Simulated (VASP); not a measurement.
# In (Fm-3m) in VASP: a series of runs

The runs below take In through single point, with PBE.

Everything below comes from runs of VASP 6.6.1. Logs are shortened: lines on timing, memory, paths and dates and some standing lists are left out, and cuts for length are marked.

### 1 The cell of the first run

It takes space group Fm-3m (No. 225, cubic). Conventional cell: a = 4.724 Å, b = 4.724 Å, c = 4.724 Å, α = 90.00°, β = 90.00°, γ = 90.00°. Within 4.4 Å of In (site symmetry m-3m) lie 12 In at 3.34 Å.

This isn't the form of In at room conditions, which is tetragonal.

### 2 Single point, PBE (26.35 Å³/atom)

File INCAR:

```
  PREC = Accurate
  ENCUT = 520
  EDIFF = 1E-7
  ISMEAR = -1
  SIGMA = 0.1
  LREAL = False
  LASPH = True
  NELM = 100
  ALGO = Normal
  ISIF = 2
  LWAVE = False
  LCHARG = False
  GGA = PE
  NBANDS = 12
```

File KPOINTS:

```
regular mesh
0
Gamma
  19 19 19
```

File POSCAR:

```
In
1.0
    0.0000000000      2.3619207097      2.3619207097
    2.3619207097      0.0000000000      2.3619207097
    2.3619207097      2.3619207097      0.0000000000
In
1
Direct
    0.0000000000      0.0000000000      0.0000000000
```

Potentials or basis: VASP PAW PBE potentials, release 64 (In_d).

The run is started by

```console
$ cat potpaw_PBE.64/In_d/POTCAR > POTCAR
$ mpirun -np 1 vasp_std > vasp.out
```

OUTCAR:

```text
PREC = Accurate
   ENCUT = 520
   EDIFF = 1E-7
   ISMEAR = -1
   LREAL = False
   LASPH = True
   NELM = 100
   ISIF = 2
   GGA = PE

 ion  position               nearest neighbor table
   1  0.000  0.000  0.000-

  LATTYP: Found a face centered cubic cell.
 ALAT       =     4.7238414194

  Lattice vectors:

 A1 = (   0.0000000000,   2.3619207097,   2.3619207097)
 A2 = (   2.3619207097,   0.0000000000,   2.3619207097)
 A3 = (   2.3619207097,   2.3619207097,   0.0000000000)

Analysis of symmetry for initial positions (statically):
=====================================================================
 Subroutine PRICEL returns:
 Original cell was already a primitive cell.

 Routine SETGRP: Setting up the symmetry group for a
 face centered cubic supercell.

 Subroutine GETGRP returns: Found 48 space group operations
 (whereof 48 operations were pure point group operations)
 out of a pool of 48 trial point group operations.

The static configuration has the point symmetry O_h .

Analysis of symmetry for dynamics (positions and initial velocities):
=====================================================================
 Subroutine PRICEL returns:
 Original cell was already a primitive cell.

 Routine SETGRP: Setting up the symmetry group for a
 face centered cubic supercell.

 Subroutine GETGRP returns: Found 48 space group operations
 (whereof 48 operations were pure point group operations)
 out of a pool of 48 trial point group operations.

The dynamic configuration has the point symmetry O_h .

 Subroutine INISYM returns: Found 48 space group operations
 (whereof 48 operations are pure point group operations),
 and found     1 'primitive' translations

----------------------------------------------------------------------------------------

                                     Primitive cell

  volume of cell :      26.3527

  direct lattice vectors                    reciprocal lattice vectors
     0.000000000  2.361920710  2.361920710    -0.211692119  0.211692119  0.211692119
     2.361920710  0.000000000  2.361920710     0.211692119 -0.211692119  0.211692119
     2.361920710  2.361920710  0.000000000     0.211692119  0.211692119 -0.211692119

  length of vectors
     3.340260301  3.340260301  3.340260301     0.366661506  0.366661506  0.366661506

  position of ions in fractional coordinates (direct lattice)
     0.000000000  0.000000000  0.000000000

  ion indices of the primitive-cell ions
   primitive index   ion index
                 1           1

----------------------------------------------------------------------------------------

 KPOINTS: regular mesh

Automatic generation of k-mesh.
 Grid dimensions read from file:
 generate k-points for:   19   19   19

 Generating k-lattice:

  Cartesian coordinates                     Fractional coordinates (reciprocal lattice)
    -0.011141690  0.011141690  0.011141690     0.052631579  0.000000000  0.000000000
     0.011141690 -0.011141690  0.011141690     0.000000000  0.052631579  0.000000000
     0.011141690  0.011141690 -0.011141690     0.000000000  0.000000000  0.052631579

  Length of vectors
     0.019297974  0.019297974  0.019297974

  Shift w.r.t. Gamma in fractional coordinates (k-lattice)
     0.000000000  0.000000000  0.000000000

 Subroutine IBZKPT returns following result:
 ===========================================

 Found    220 irreducible k-points:

 Following reciprocal coordinates:
            Coordinates               Weight
  0.000000  0.000000  0.000000      1.000000
  0.052632  0.000000  0.000000      8.000000
  0.105263  0.000000  0.000000      8.000000
  0.157895  0.000000  0.000000      8.000000
  0.210526  0.000000  0.000000      8.000000
  0.263158  0.000000  0.000000      8.000000
[... 16 lines left out ...]
 -0.315789  0.052632  0.000000     24.000000
 -0.263158  0.052632  0.000000     24.000000
 [... further k-points ...]
   k-points           NKPTS =    220   k-points in BZ     NKDIM =    220   number of bands    NBANDS=     12
   number of dos      NEDOS =    301   number of ions     NIONS =      1
   total plane-waves  NPLWV =  21952
   dimension x,y,z NGX =    28 NGY =   28 NGZ =   28
   dimension x,y,z NGXF=    56 NGYF=   56 NGZF=   56
   ions per type =               1
   NGX,Y,Z   is equivalent  to a cutoff of  13.94, 13.94, 13.94 a.u.
   NGXF,Y,Z  is equivalent  to a cutoff of  27.87, 27.87, 27.87 a.u.
 SYSTEM =  unknown system
   PREC   = accura    normal or accurate (medium, high low for compatibility)
   ISTART =      0    job   : 0-new  1-cont  2-samecut
   ICHARG =      2    charge: 1-file 2-atom 10-const
   ISPIN  =      1    spin polarized calculation?
   LNONCOLLINEAR =      F non collinear calculations
   LSORBIT =      F    spin-orbit coupling
   LASPH  =      T    aspherical Exc in radial PAW
   ENCUT  =  520.0 eV  38.22 Ry    6.18 a.u.   6.21  6.21  6.21*2*pi/ulx,y,z
   NELM   =    100;   NELMIN=  2; NELMDL= -5     # of ELM steps
   EDIFF  = 0.1E-06   stopping-criterion for ELM
   LREAL  =      F    real-space projection
   EDIFFG = 0.1E-05   stopping-criterion for IOM
   NSW    =      0    number of steps for IOM
   IBRION =     -1    ionic relax: 0-MD 1-quasi-New 2-CG
   NFREE  =      0    steps in history (QN), initial steepest desc. (CG)
   ISIF   =      2    stress and relaxation
   ISYM   =      2    0-nonsym 1-usesym 2-fastsym
   POTIM  = 0.5000    time-step for ionic-motion
   TEBEG  =    0.0;   TEEND  =   0.0 temperature during run
   PSTRESS=    0.0 pullay stress
   NELECT =      13.0000    total number of electrons
   NUPDOWN=      -1.0000    fix difference up-down
   EMIN   =  10.00;   EMAX   =-10.00  energy-range for DOS
   EFERMI =   0.00;   METHOD = LEGACY
   ISMEAR =    -1;   SIGMA  =   0.10  broadening in eV -4-tet -1-fermi 0-gaus
   EFERMI_NEDOS =   21; number of points for ismear=-14 and -15
   IALGO  =     38    algorithm
   IMIX   =      4    mixing-type and parameters
     AMIX     =   0.40;   BMIX     =  1.00
     AMIX_MAG =   1.60;   BMIX_MAG =  1.00
  volume/ion in A,a.u.               =      26.35       177.84
  Fermi-wavevector in a.u.,A,eV,Ry     =   1.293542  2.444441 22.765971  1.673252
  Thomas-Fermi vector in A             =   2.425181
   LORBIT       =      0    0 simple, 1 ext, 2 COOP (PROOUT), +10 PAW based schemes
   GGA     = PE    functional components
   LHFCALC =     F    Hartree Fock is set to
   AEXX    =    0.0000 exact exchange contribution
   IVDW    =     0    specifies the selected vdW correction
   LEPSILON=     F    determine dielectric tensor
   LRPA    =     F    only Hartree local field effects (RPA)
 non-spin polarized calculation
  energy-cutoff  :      520.00
  volume of cell :       26.35
 maximum number of plane-waves:       725
 NGX is ok and might be reduce to    28
   NGX = 13   NGY = 13   NGZ = 13

 number of electron      13.0000004 magnetization

 Free energy of the ion-electron system (eV)
  ---------------------------------------------------
  ext. energy  EPLUGINS =         0.00000000
  ---------------------------------------------------
  free energy    TOTEN  =        -2.56182022 eV

  energy without entropy =       -2.54699728  energy(sigma->0) =       -2.55440875

 E-fermi :   7.4616     XC(G=0): -10.2191

 val. band max:        7.4420100441   @ k =   0.4211   0.1579   0.0000
 cond. band min:       7.4652445834   @ k =  -0.3158   0.1579   0.0000
 fundamental gap:      0.0232345393
 Fermi energy:         7.4615891012

 k-point     1 :       0.0000    0.0000    0.0000
  band No.  band energies     occupation
      1      -7.1870      2.00000
      2      -7.1870      2.00000
      3      -7.1870      2.00000
      4      -7.0191      2.00000
      5      -7.0191      2.00000
      6      -2.0532      2.00000
      7      17.9500      0.00000
      8      17.9500      0.00000
      9      17.9500      0.00000
     10      18.9432      0.00000
     11      21.3684      0.00000
     12      21.3684      0.00000

 k-point     2 :       0.0526    0.0000    0.0000
  band No.  band energies     occupation
      1      -7.1877      2.00000
      2      -7.1822      2.00000
      3      -7.1822      2.00000
      4      -7.0198      2.00000
      5      -7.0198      2.00000
      6      -1.9930      2.00000
      7      17.1129      0.00000
      8      17.8354      0.00000
      9      17.8354      0.00000
     10      18.8008      0.00000
     11      21.5615      0.00000
     12      21.5615      0.00000

 k-point     3 :       0.1053    0.0000    0.0000
  band No.  band energies     occupation
      1      -7.1902      2.00000
      2      -7.1695      2.00000
      3      -7.1695      2.00000
      4      -7.0203      2.00000
      5      -7.0203      2.00000
      6      -1.8116      2.00000
      7      15.4344      0.00000
      8      17.5524      0.00000
      9      17.5524      0.00000
     10      18.7217      0.00000
     11      22.0756      0.00000
     12      22.0756      0.00000
[... 286 lines left out ...]
 k-point    23 :      -0.3158    0.0526    0.0000
  band No.  band energies     occupation
      1      -7.2252      2.00000
      2      -7.1576      2.00000
      3      -7.1528      2.00000
      4      -6.9466      2.00000
      5      -6.9166      2.00000
      6       0.4739      2.00000
      7       8.0414      0.00605
      8      15.0688      0.00000
      9      16.6139      0.00000
     10      18.5128      0.00000
     11      20.3591      0.00000
     12      20.4014      0.00000

 k-point    24 :      -0.2632    0.0526    0.0000
  band No.  band energies     occupation
      1      -7.2152      2.00000
      2      -7.1479      2.00000
      3      -7.1437      2.00000
      4      -6.9836      2.00000
      5      -6.9466      2.00000
      6      -0.2515      2.00000
      7       9.6282      0.00000
      8      15.2200      0.00000
      9      17.0343      0.00000
     10      18.7688      0.00000
     11      20.6205      0.00000
     12      20.7075      0.00000

 [... further k-points ...]

------------------------ aborting loop because EDIFF is reached ----------------------------------------

  FORCE on cell =-STRESS in cart. coord.  units (eV):
  Direction    XX          YY          ZZ          XY          YZ          ZX
  --------------------------------------------------------------------------------------
  -------------------------------------------------------------------------------------
  Total        0.2701385      0.2701385      0.2701385     -0.0000000     -0.0000000      0.0000000
  in kB       16.4237029     16.4237029     16.4237029     -0.0000000     -0.0000000      0.0000000
  external PRESSURE =      16.4237029 kB  Pullay stress =       0.0000000 kB

 VOLUME and BASIS-vectors are now :
 -----------------------------------------------------------------------------
  energy-cutoff  :      520.00
  volume of cell :       26.35
      direct lattice vectors                 reciprocal lattice vectors
     0.000000000  2.361920710  2.361920710    -0.211692119  0.211692119  0.211692119
     2.361920710  0.000000000  2.361920710     0.211692119 -0.211692119  0.211692119
     2.361920710  2.361920710  0.000000000     0.211692119  0.211692119 -0.211692119

 POSITION                                       TOTAL-FORCE (eV/Angst)
 -----------------------------------------------------------------------------------
      0.00000      0.00000      0.00000        -0.000000     -0.000000      0.000000
 -----------------------------------------------------------------------------------
    total drift:                               -0.000000     -0.000000     -0.000000

  FREE ENERGIE OF THE ION-ELECTRON SYSTEM (eV)
  ---------------------------------------------------
  free  energy   TOTEN  =        -2.5618202207 eV

  energy  without entropy=       -2.5469972770  energy(sigma->0) =       -2.55440875
```

It took 2 min on 1 thread of Intel Xeon 8259CL, shared host; peak memory 0.21 GiB.

What came out:

```
Free energy            : -2.5618 eV
Pressure               : 1.6 GPa
Band gap on the k mesh : zero (an odd number of electrons rules out a gap without spin polarisation)
```

Caveat: spin-orbit coupling is left out, which moves the levels of the heavy elements.

### 3 Single point, PBE

This run uses another cell than the first one, of 27.45 Å³/atom.

File INCAR:

```
ALGO = Normal ; EDIFF = 1E-6
ENCUT = 520 ; GGA = PE
ISIF = 2 ; ISMEAR = -1
LASPH = True ; LCHARG = False
LREAL = False ; LWAVE = False
NBANDS = 12 ; NELM = 100
PREC = Accurate ; SIGMA = 0.1
```

File KPOINTS:

```
k-points
0
Gamma
  19 19 19
```

File POSCAR:

```
In
1.0
    0.0000000000      2.3942798090      2.3942798090
    2.3942798090      0.0000000000      2.3942798090
    2.3942798090      2.3942798090      0.0000000000
In
1
Direct
    0.0000000000      0.0000000000      0.0000000000
```

Potentials or basis: VASP PAW PBE potentials, release 64 (In_d).

The run is started by

```console
$ cat potpaw_PBE.64/In_d/POTCAR > POTCAR
$ mpirun -np 1 vasp_std > vasp.out
```

It took 1.7 min on 1 thread of Intel Xeon 8259CL, shared host; peak memory 0.21 GiB.

The run converged. Its results:

```yaml
Free_energy: -2.5678 eV
Pressure: 0.0 GPa
Band_gap_on_the_k_mesh: zero (an odd number of electrons rules out a gap without spin polarisation)
```

Levels at points of the mesh, in eV from the Fermi level:
| k point | band 4 | band 5 | band 6 | band 7 | band 8 | band 9 |
| --- | --- | --- | --- | --- | --- | --- |
| (0.00, 0.00, 0.00) | -14.45 | -14.45 | -9.23 | 10.13 | 10.13 | 10.13 |

Caveat: spin-orbit coupling is left out, which moves the levels of the heavy elements.

### 4 Single point, PBE (28.55 Å³/atom)

This run uses another cell than the first one, of 28.55 Å³/atom.

File INCAR:

```
PREC = Accurate
ENCUT = 520
EDIFF = 1E-7
ISMEAR = -1
SIGMA = 0.1
LREAL = F
LASPH = T
NELM = 80
ALGO = Normal
ISIF = 2
LWAVE = F
LCHARG = F
GGA = PE
NBANDS = 12
```

File KPOINTS:

```
regular mesh
0
Gamma
  19 19 19
```

File POSCAR:

```
In
1.0
    0.0000000000      2.4257871038      2.4257871038
    2.4257871038      0.0000000000      2.4257871038
    2.4257871038      2.4257871038      0.0000000000
In
1
Direct
    0.0000000000      0.0000000000      0.0000000000
```

The run is started by

```console
$ cat potpaw_PBE.64/In_d/POTCAR > POTCAR
$ mpirun -np 1 vasp_std > vasp.out
```

Run time: 1.9 min. Hardware: 1 thread of Intel Xeon 8259CL, shared host; peak memory 0.21 GiB.

It converged, with:

```
Free energy            : -2.5639 eV
Pressure               : -1.2 GPa
Band gap on the k mesh : zero (an odd number of electrons rules out a gap without spin polarisation)
```

Levels at points of the mesh, in eV from the Fermi level:
```
           k point  band 2  band 3  band 4  band 5  band 6  band 7  band 8  band 9  band 10  band 11
(0.00, 0.00, 0.00)  -14.56  -14.56  -14.43  -14.43   -8.97    9.79    9.79    9.79    11.32    13.28
```

Caveat: spin-orbit coupling is left out, which moves the levels of the heavy elements.

### 5 Single point, PBE (29.65 Å³/atom)

This run uses another cell than the first one, of 29.65 Å³/atom.

File INCAR:

```
SYSTEM = In
PREC     = Accurate       ! precision mode
ENCUT    = 520            ! plane-wave cutoff, eV
EDIFF    = 1E-7           ! SCF threshold, eV
ISMEAR   = -1             ! smearing method
SIGMA    = 0.1            ! smearing width, eV
LREAL    = .False.        ! projectors in reciprocal space
LASPH    = .True.         ! aspherical terms in the spheres
NELM     = 80             ! most SCF steps
ALGO     = Normal         ! electronic algorithm
ISIF     = 2              ! what is computed and relaxed
LWAVE    = .False.        ! write WAVECAR
LCHARG   = .True.         ! write CHGCAR
GGA      = PE             ! functional
LELF     = .True.         ! ELF
LVHAR    = .True.       
NBANDS   = 12             ! bands
```

File KPOINTS:

```
regular mesh
0
Gamma
  19 19 19
  0 0 0
```

File POSCAR:

```
In
1.0
    0.0000000000      2.4564965298      2.4564965298
    2.4564965298      0.0000000000      2.4564965298
    2.4564965298      2.4564965298      0.0000000000
In
1
Direct
    0.0000000000      0.0000000000      0.0000000000
```

The run is started by

```console
$ cat potpaw_PBE.64/In_d/POTCAR > POTCAR
$ mpirun -np 1 vasp_std > vasp.out
```

It took 99 s on 1 thread of Intel Xeon 8259CL, shared host; peak memory 0.21 GiB.

Results (log left out):

```yaml
Free_energy: -2.5523 eV
Pressure: -2.2 GPa
Band_gap_on_the_k_mesh: zero (an odd number of electrons rules out a gap without spin polarisation)
```

Levels at points of the mesh, in eV from the Fermi level:
| k point | band 2 | band 3 | band 4 | band 5 | band 6 | band 7 | band 8 | band 9 | band 10 | band 11 |
| --- | --- | --- | --- | --- | --- | --- | --- | --- | --- | --- |
| (0.00, 0.00, 0.00) | -14.53 | -14.53 | -14.41 | -14.41 | -8.73 | 9.47 | 9.47 | 9.47 | 11.24 | 12.99 |

Caveat: spin-orbit coupling is left out, which moves the levels of the heavy elements.

### 6 Single point, PBE (30.74 Å³/atom)

This run uses another cell than the first one, of 30.74 Å³/atom.

File INCAR:

```
PREC = Accurate
ENCUT = 520
EDIFF = 1E-7
ISMEAR = -1
SIGMA = 0.1
LREAL = False
LASPH = True
NELM = 80
ALGO = Normal
ISIF = 2
LWAVE = False
LCHARG = False
GGA = PE
NBANDS = 12
```

File KPOINTS:

```
Automatic mesh
0
Gamma
  19 19 19
```

File POSCAR:

```
In
1.0
    0.0000000000      2.4864567572      2.4864567572
    2.4864567572      0.0000000000      2.4864567572
    2.4864567572      2.4864567572      0.0000000000
In
1
Direct
    0.0000000000      0.0000000000      0.0000000000
```

Potentials or basis: VASP PAW PBE potentials, release 64 (In_d).

The run is started by

```console
$ cat potpaw_PBE.64/In_d/POTCAR > POTCAR
$ mpirun -np 1 vasp_std > vasp.out
```

Run time: 90 s. Hardware: 1 thread of Intel Xeon 8259CL, shared host; peak memory 0.22 GiB.

Results (log left out):

```
Free energy            : -2.5348 eV
Pressure               : -3.0 GPa
Band gap on the k mesh : zero (an odd number of electrons rules out a gap without spin polarisation)
```

Levels at points of the mesh, in eV from the Fermi level:
```csv
k point,band 4,band 5,band 6,band 7,band 8,band 9
"(0.00, 0.00, 0.00)",-14.40,-14.40,-8.51,9.16,9.16,9.16
```

Caveat: spin-orbit coupling is left out, which moves the levels of the heavy elements.

### 7 Single point, PBE, non-collinear spin, zero start, spin-orbit coupling

This run uses another cell than the first one, of 27.45 Å³/atom.

File INCAR:

```
ALGO = Normal
EDIFF = 1E-6
ENCUT = 520
GGA = PE
GGA_COMPAT = F
ISIF = 2
ISMEAR = -1
LASPH = T
LCHARG = T
LORBIT = 11
LORBMOM = T
LREAL = F
LSORBIT = T
LVHAR = T
LWAVE = F
MAGMOM = 0 0 0
NBANDS = 24
NELM = 150
PREC = Accurate
SIGMA = 0.1
```

File KPOINTS:

```
k-points
0
Gamma
  11 11 11
```

File POSCAR:

```
In
1.0
    0.0000000000      2.3942798090      2.3942798090
    2.3942798090      0.0000000000      2.3942798090
    2.3942798090      2.3942798090      0.0000000000
In
1
Direct
    0.0000000000      0.0000000000      0.0000000000
```

The run is started by

```console
$ cat potpaw_PBE.64/In_d/POTCAR > POTCAR
$ mpirun -np 1 vasp_ncl > vasp.out
```

Wall time 2.4 min (1 thread of Intel Xeon 8259CL, shared host); peak memory 0.27 GiB.

Results (log left out):

| Quantity | Value |
| --- | --- |
| Free energy | -2.6024 eV |
| Pressure | -0.1 GPa |
| Net moment | 0.00 μB per cell |
| Valence electrons inside the program's atomic spheres | In 11.31 |

Moments on the atoms (μB; x, y, z):
```
In  0.00 0.00 0.00
```

### 8 Overview

| spin | cell | k mesh | gap on the mesh (eV) | pressure (GPa) |
| --- | --- | --- | --- | --- |
| off | a = 3.340 Å, angles 60.0°, 1 atom | 19 × 19 × 19 | none | 1.6 |
| off | a = 3.386 Å, angles 60.0°, 1 atom | 19 × 19 × 19 | none | 0.0 |
| off | a = 3.431 Å, angles 60.0°, 1 atom | 19 × 19 × 19 | none | -1.2 |
| off | a = 3.474 Å, angles 60.0°, 1 atom | 19 × 19 × 19 | none | -2.2 |
| off | a = 3.516 Å, angles 60.0°, 1 atom | 19 × 19 × 19 | none | -3.0 |
| non-collinear, zero start, SOC | a = 3.386 Å, angles 60.0°, 1 atom | 11 × 11 × 11 | - | -0.1 |

Alike in all rows: task single point; level PBE; potentials or basis VASP PAW PBE potentials, release 64 (In_d); cutoff (eV) 520; smearing fermi-dirac 0.1 eV.

Caveats: spin-orbit coupling is left out, which moves the levels of the heavy elements (at least some runs).

Total energies depend on the potentials used, so only differences within one code and one set of settings carry meaning.
